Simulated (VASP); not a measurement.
# NbP in VASP: a series of runs, part 3 of 3

VASP 6.6.1. Earlier steps stand in the parts before.

## Step 5: Single point, PBE (uniaxial strain along a: -1.0 %, then relaxed in part)

Input file INCAR:

```
ALGO = Normal ; EDIFF = 1E-6
ENCUT = 520 ; GGA = PE
ISIF = 2 ; ISMEAR = 0
LASPH = True ; LCHARG = True
LELF = True ; LREAL = False
LVHAR = True ; LWAVE = False
NBANDS = 46 ; NELM = 100
PREC = Accurate ; SIGMA = 0.1
```

Input file KPOINTS:

```
k-points
0
Gamma
  10 10 4
```

Input file POSCAR:

```
NbP
1.0
    3.3135763757      0.0000000000      0.0000000000
    0.0000000000      3.3571910771      0.0000000000
    0.0000000000      0.0000000000     11.4753514580
Nb P
4 4
Direct
    0.5000000000      0.5000000000     -0.0003550605
    0.0000000000      0.5000000000      0.7500541567
    0.0000000000      0.0000000000      0.4996449395
    0.5000000000      0.0000000000      0.2500541567
    0.0000000000      0.0000000000      0.0825652160
    0.5000000000      0.0000000000      0.8329928378
    0.5000000000      0.5000000000      0.5825652160
    0.0000000000      0.5000000000      0.3329928378
```

Potentials or basis: VASP PAW PBE potentials, release 64 (Nb_sv, P).

Started as:

```console
$ cat potpaw_PBE.64/Nb_sv/POTCAR potpaw_PBE.64/P/POTCAR > POTCAR
$ mpirun -np 1 vasp_std > vasp.out
```

OUTCAR:

```text
EDIFF = 1E-6
   ENCUT = 520
   GGA = PE
   ISIF = 2
   ISMEAR = 0
   LASPH = True
   LREAL = False
   NELM = 100
   PREC = Accurate

 ion  position               nearest neighbor table
   1  0.500  0.500  1.000-   5 2.54   5 2.54   5 2.54   5 2.54   6 2.54   6 2.54
   2  0.000  0.500  0.750-   7 2.54   7 2.54   6 2.54   6 2.54   6 2.54   6 2.54
   3  0.000  0.000  0.500-   7 2.54   7 2.54   7 2.54   7 2.54   8 2.54   8 2.54
   4  0.500  0.000  0.250-   5 2.54   5 2.54   8 2.54   8 2.54   8 2.54   8 2.54
   5  0.000  0.000  0.083-   4 2.54   4 2.54   1 2.54   1 2.54   1 2.54   1 2.54
   6  0.500  0.000  0.833-   2 2.54   2 2.54   2 2.54   2 2.54   1 2.54   1 2.54
   7  0.500  0.500  0.583-   2 2.54   2 2.54   3 2.54   3 2.54   3 2.54   3 2.54
   8  0.000  0.500  0.333-   4 2.54   4 2.54   4 2.54   4 2.54   3 2.54   3 2.54

  LATTYP: Found a simple orthorhombic cell.
 ALAT       =     3.3135763757
 B/A-ratio  =     1.0131624253
 C/A-ratio  =     3.4631317214

  Lattice vectors:

 A1 = (   3.3135763757,   0.0000000000,   0.0000000000)
 A2 = (   0.0000000000,   3.3571910771,   0.0000000000)
 A3 = (   0.0000000000,   0.0000000000,  11.4753514580)

Analysis of symmetry for initial positions (statically):
=====================================================================
 Subroutine PRICEL returns following result:

  LATTYP: Found a body centered orthorhombic cell.
 ALAT       =     3.3135763757
 B/A-ratio  =     1.0131624253
 C/A-ratio  =     3.4631317214

  Lattice vectors:

 A1 = (  -1.6567881878,   1.6785955386,   5.7376757290)
 A2 = (   1.6567881878,  -1.6785955386,   5.7376757290)
 A3 = (   1.6567881878,   1.6785955385,  -5.7376757290)

   2 primitive cells build up your supercell.

 Routine SETGRP: Setting up the symmetry group for a
 simple orthorhombic supercell.

 Subroutine GETGRP returns: Found  4 space group operations
 (whereof  4 operations were pure point group operations)
 out of a pool of  8 trial point group operations.

The static configuration has the point symmetry C_2v.

Analysis of symmetry for dynamics (positions and initial velocities):
=====================================================================
 Subroutine PRICEL returns following result:

  LATTYP: Found a body centered orthorhombic cell.
 ALAT       =     3.3135763757
 B/A-ratio  =     1.0131624253
 C/A-ratio  =     3.4631317214

  Lattice vectors:

 A1 = (  -1.6567881878,   1.6785955386,   5.7376757290)
 A2 = (   1.6567881878,  -1.6785955386,   5.7376757290)
 A3 = (   1.6567881878,   1.6785955385,  -5.7376757290)

   2 primitive cells build up your supercell.

 Routine SETGRP: Setting up the symmetry group for a
 simple orthorhombic supercell.

 Subroutine GETGRP returns: Found  4 space group operations
 (whereof  4 operations were pure point group operations)
 out of a pool of  8 trial point group operations.

The dynamic configuration has the point symmetry C_2v.

 Subroutine INISYM returns: Found  4 space group operations
 (whereof  4 operations are pure point group operations),
[... 52 lines left out ...]

 Found    108 irreducible k-points:

 Following reciprocal coordinates:
            Coordinates               Weight
  0.000000  0.000000  0.000000      1.000000
  0.100000  0.000000  0.000000      2.000000
  0.200000  0.000000  0.000000      2.000000
  0.300000  0.000000  0.000000      2.000000
  0.400000  0.000000  0.000000      2.000000
  0.500000  0.000000  0.000000      1.000000
[... 16 lines left out ...]
  0.400000  0.300000  0.000000      4.000000
  0.500000  0.300000  0.000000      2.000000
 [... further k-points ...]
   k-points           NKPTS =    108   k-points in BZ     NKDIM =    108   number of bands    NBANDS=     46
   number of dos      NEDOS =    301   number of ions     NIONS =      8
   total plane-waves  NPLWV =  70560
   dimension x,y,z NGX =    28 NGY =   28 NGZ =   90
   dimension x,y,z NGXF=    56 NGYF=   56 NGZF=  180
   ions per type =               4   4
   NGX,Y,Z   is equivalent  to a cutoff of  14.05, 13.87, 13.04 a.u.
   NGXF,Y,Z  is equivalent  to a cutoff of  28.10, 27.73, 26.08 a.u.
 SYSTEM =  unknown system
   PREC   = accura    normal or accurate (medium, high low for compatibility)
   ISTART =      0    job   : 0-new  1-cont  2-samecut
   ICHARG =      2    charge: 1-file 2-atom 10-const
   ISPIN  =      1    spin polarized calculation?
   LNONCOLLINEAR =      F non collinear calculations
   LSORBIT =      F    spin-orbit coupling
   LASPH  =      T    aspherical Exc in radial PAW
   ENCUT  =  520.0 eV  38.22 Ry    6.18 a.u.   6.16  6.24 21.34*2*pi/ulx,y,z
   NELM   =    100;   NELMIN=  2; NELMDL= -5     # of ELM steps
   EDIFF  = 0.1E-05   stopping-criterion for ELM
   LREAL  =      F    real-space projection
   EDIFFG = 0.1E-04   stopping-criterion for IOM
   NSW    =      0    number of steps for IOM
   IBRION =     -1    ionic relax: 0-MD 1-quasi-New 2-CG
   NFREE  =      0    steps in history (QN), initial steepest desc. (CG)
   ISIF   =      2    stress and relaxation
   ISYM   =      2    0-nonsym 1-usesym 2-fastsym
   POTIM  = 0.5000    time-step for ionic-motion
   TEBEG  =    0.0;   TEEND  =   0.0 temperature during run
   PSTRESS=    0.0 pullay stress
   NELECT =      72.0000    total number of electrons
   NUPDOWN=      -1.0000    fix difference up-down
   EMIN   =  10.00;   EMAX   =-10.00  energy-range for DOS
   EFERMI =   0.00;   METHOD = LEGACY
   ISMEAR =     0;   SIGMA  =   0.10  broadening in eV -4-tet -1-fermi 0-gaus
   EFERMI_NEDOS =   21; number of points for ismear=-14 and -15
   IALGO  =     38    algorithm
   IMIX   =      4    mixing-type and parameters
     AMIX     =   0.40;   BMIX     =  1.00
     AMIX_MAG =   1.60;   BMIX_MAG =  1.00
  volume/ion in A,a.u.               =      15.96       107.68
  Fermi-wavevector in a.u.,A,eV,Ry     =   1.352610  2.556063 24.892597  1.829554
  Thomas-Fermi vector in A             =   2.479935
   LORBIT       =      0    0 simple, 1 ext, 2 COOP (PROOUT), +10 PAW based schemes
   GGA     = PE    functional components
   LHFCALC =     F    Hartree Fock is set to
   AEXX    =    0.0000 exact exchange contribution
   IVDW    =     0    specifies the selected vdW correction
   LEPSILON=     F    determine dielectric tensor
   LRPA    =     F    only Hartree local field effects (RPA)
 non-spin polarized calculation
 Gauss-broadening in eV      SIGMA  =   0.10
  energy-cutoff  :      520.00
  volume of cell :      127.66
 maximum number of plane-waves:      3472
 NGX is ok and might be reduce to    28
   NGX = 13   NGY = 13   NGZ = 43

 number of electron      71.9999995 magnetization

 Free energy of the ion-electron system (eV)
  ---------------------------------------------------
  ext. energy  EPLUGINS =         0.00000000
  ---------------------------------------------------
  free energy    TOTEN  =       -70.62181129 eV

  energy without entropy =      -70.61454989  energy(sigma->0) =      -70.61818059

 E-fermi :  10.6754     XC(G=0): -12.0322

 val. band max:       10.6711964589   @ k =   0.3000   0.0000   0.5000
 cond. band min:      10.6901798001   @ k =   0.2000   0.0000   0.2500
 fundamental gap:      0.0189833412
 Fermi energy:        10.6754475284

 k-point     1 :       0.0000    0.0000    0.0000
  band No.  band energies     occupation
      1     -44.2474      2.00000
      2     -44.2341      2.00000
      3     -44.2209      2.00000
      4     -44.2075      2.00000
      5     -20.5173      2.00000
      6     -20.3331      2.00000
[... 1165 lines left out ...]
     45      14.6255      0.00000
     46      14.6274      0.00000

 [... further k-points ...]

------------------------ aborting loop because EDIFF is reached ----------------------------------------

  FORCE on cell =-STRESS in cart. coord.  units (eV):
  Direction    XX          YY          ZZ          XY          YZ          ZX
  --------------------------------------------------------------------------------------
  -------------------------------------------------------------------------------------
  Total        1.4643774     -0.3203257     -0.2952260      0.0000000      0.0000000      0.0000000
  in kB       18.3791135     -4.0203446     -3.7053233      0.0000000      0.0000000      0.0000000
  external PRESSURE =       3.5511486 kB  Pullay stress =       0.0000000 kB

 VOLUME and BASIS-vectors are now :
 -----------------------------------------------------------------------------
  energy-cutoff  :      520.00
  volume of cell :      127.66
      direct lattice vectors                 reciprocal lattice vectors
     3.313576376  0.000000000  0.000000000     0.301788728  0.000000000  0.000000000
     0.000000000  3.357191077  0.000000000     0.000000000  0.297868062  0.000000000
     0.000000000  0.000000000 11.475351458     0.000000000  0.000000000  0.087143300

 POSITION                                       TOTAL-FORCE (eV/Angst)
 -----------------------------------------------------------------------------------
      1.65679      1.67860     11.47128        -0.000000     -0.000000     -0.001216
      0.00000      1.67860      8.60714        -0.000000     -0.000000     -0.001359
      0.00000      0.00000      5.73360        -0.000000     -0.000000     -0.001216
      1.65679      0.00000      2.86946         0.000000     -0.000000     -0.001359
      0.00000      0.00000      0.94746        -0.000000     -0.000000      0.001768
      1.65679      0.00000      9.55889        -0.000000      0.000000      0.000806
      1.65679      1.67860      6.68514         0.000000      0.000000      0.001768
      0.00000      1.67860      3.82121        -0.000000     -0.000000      0.000806
 -----------------------------------------------------------------------------------
    total drift:                                0.000000     -0.000000      0.000256

  FREE ENERGIE OF THE ION-ELECTRON SYSTEM (eV)
  ---------------------------------------------------
  free  energy   TOTEN  =       -70.6218112875 eV

  energy  without entropy=      -70.6145498888  energy(sigma->0) =      -70.61818059
```

Wall time 9 min (1 thread of AMD EPYC 9R45 (Zen 5), shared host); peak memory 0.54 GiB.

Results:

- Free energy: -70.6218 eV
- Pressure: 0.4 GPa
- Band gap on the k mesh: zero (bands 36 and 37 overlap by 0.22 eV)

Caveat: the cell differs from its parent crystal (uniaxial strain along a: -1.0 %, then relaxed in part).

## Step 6: Single point, PBE (biaxial strain in the a-b plane: +3.0 %)

Input file INCAR:

```
PREC = Accurate ; ENCUT = 520
EDIFF = 1E-6 ; ISMEAR = 0
SIGMA = 0.1 ; LREAL = F
LASPH = T ; NELM = 60
ALGO = Normal ; ISIF = 2
LWAVE = F ; LCHARG = F
GGA = PE ; NBANDS = 46
```

Input file KPOINTS:

```
Automatic mesh
0
Gamma
  10 10 4
```

Input file POSCAR:

```
NbP
1.0
    3.4474582507      0.0000000000      0.0000000000
    0.0000000000      3.4474582507      0.0000000000
    0.0000000000      0.0000000000     11.2222611037
Nb P
4 4
Direct
    0.5000000000      0.5000000000      0.0007964994
    0.0000000000      0.5000000000      0.7507964994
    0.0000000000      0.0000000000      0.5007964994
    0.5000000000      0.0000000000      0.2507964994
    0.0000000000      0.0000000000      0.0818320756
    0.5000000000      0.0000000000      0.8318320756
    0.5000000000      0.5000000000      0.5818320756
    0.0000000000      0.5000000000      0.3318320756
```

Potentials or basis: VASP PAW PBE potentials, release 64 (Nb_sv, P).

Started as:

```console
$ cat potpaw_PBE.64/Nb_sv/POTCAR potpaw_PBE.64/P/POTCAR > POTCAR
$ mpirun -np 1 vasp_std > vasp.out
```

Run time: 6.2 min. Hardware: 1 thread of Intel Xeon Platinum 8259CL at 2.50GHz (Skylake/Cascade Lake), shared host; peak memory 0.43 GiB.

It converged, with:

```yaml
Free_energy: -70.3614 eV
Pressure: -8.1 GPa
Largest_force: 0.022 eV/Å
Band_gap_on_the_k_mesh: 0.04 eV
```

Forces in eV/Å, atoms in the order of the input:
```
Nb   0.000  0.000  0.022
Nb   0.000  0.000  0.022
Nb   0.000  0.000  0.022
Nb   0.000  0.000  0.022
P    0.000  0.000 -0.022
P    0.000  0.000 -0.022
P    0.000  0.000 -0.022
P    0.000  0.000 -0.022
```

Stress tensor (GPa, compression positive):
```
-11.17   0.00   0.00
  0.00 -11.17   0.00
  0.00   0.00  -2.05
```

Levels at points of the mesh, in eV from the valence-band top:
```
           k point  band 33  band 34  band 35  band 36  band 37  band 38  band 39  band 40
(0.00, 0.00, 0.00)    -1.43    -1.34    -0.80    -0.80     0.55     0.96     0.96     1.43
(0.50, 0.00, 0.00)    -1.28    -1.28    -0.15    -0.15     0.18     0.18     1.49     1.49
(0.50, 0.50, 0.00)    -0.53    -0.53    -0.53    -0.53     2.56     2.56     2.56     2.56
(0.00, 0.00, 0.50)    -1.09    -1.09    -1.09    -1.09     0.67     0.67     1.28     1.28
(0.50, 0.00, 0.50)    -1.26    -1.26     0.00     0.00     0.09     0.09     1.25     1.25
(0.50, 0.50, 0.50)    -0.53    -0.53    -0.53    -0.53     2.58     2.58     2.58     2.58
```

Caveat: the cell differs from its parent crystal (biaxial strain in the a-b plane: +3.0 %); the cell stands under tension. A k mesh can miss the band edges.

## Step 7: Overview

| cell | gap on the mesh (eV) | pressure (GPa) | largest force (eV/Å) |
| --- | --- | --- | --- |
| a = 3.347, b = 3.347, c = 11.314 Å, 8 atoms, atomic positions A | none | 1.4 | 0.01 |
| a = 3.347, b = 3.347, c = 11.657 Å, 8 atoms, atomic positions B | none | -3.6 | - |
| a = 3.314, b = 3.355, c = 11.457 Å, 8 atoms, atomic positions A | none | 0.7 | 0.09 |
| a = 3.314, b = 3.357, c = 11.475 Å, 8 atoms, atomic positions B | none | 0.4 | - |
| a = 3.447, b = 3.447, c = 11.222 Å, 8 atoms, atomic positions A | 0.04 | -8.1 | 0.02 |

Alike in all rows: task single point; level PBE; potentials or basis VASP PAW PBE potentials, release 64 (Nb_sv, P); no spin polarisation; k mesh 10 × 10 × 4; cutoff (eV) 520; smearing gaussian 0.1 eV.

Caveats: the cell stands under tension (at least some runs).

Total energies depend on the potentials used, so only differences within one code and one set of settings carry meaning.
